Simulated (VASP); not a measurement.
Input of a VASP 6.6.1 run:

INCAR

```
SYSTEM = Ir
  PREC = Accurate
  ENCUT = 520
  EDIFF = 1E-6
  ISMEAR = 1
  SIGMA = 0.15
  LREAL = .False.
  LASPH = .True.
  NELM = 80
  ALGO = Normal
  ISIF = 2
  LWAVE = .False.
  LCHARG = .False.
  GGA = PE
  NBANDS = 10
```

Contents of KPOINTS:

```
regular mesh
0
Gamma
  19 19 19
  0 0 0
```

The input POSCAR:

```
Ir
1.0
    2.7372211413      0.0000000000      0.0000000000
    1.3686105706      2.3705030441      0.0000000000
    1.3686105706      0.7901676814      2.2349317031
Ir
1
Direct
    0.0000000000      0.0000000000      0.0000000000
```

Potentials or basis: VASP PAW PBE potentials, release 64 (Ir).

The run is started by

```bash
$ cat potpaw_PBE.64/Ir/POTCAR > POTCAR
$ mpirun -np 1 vasp_std > vasp.out
```

Question: What does it give for the pressure?

Answer: 0.5 GPa.
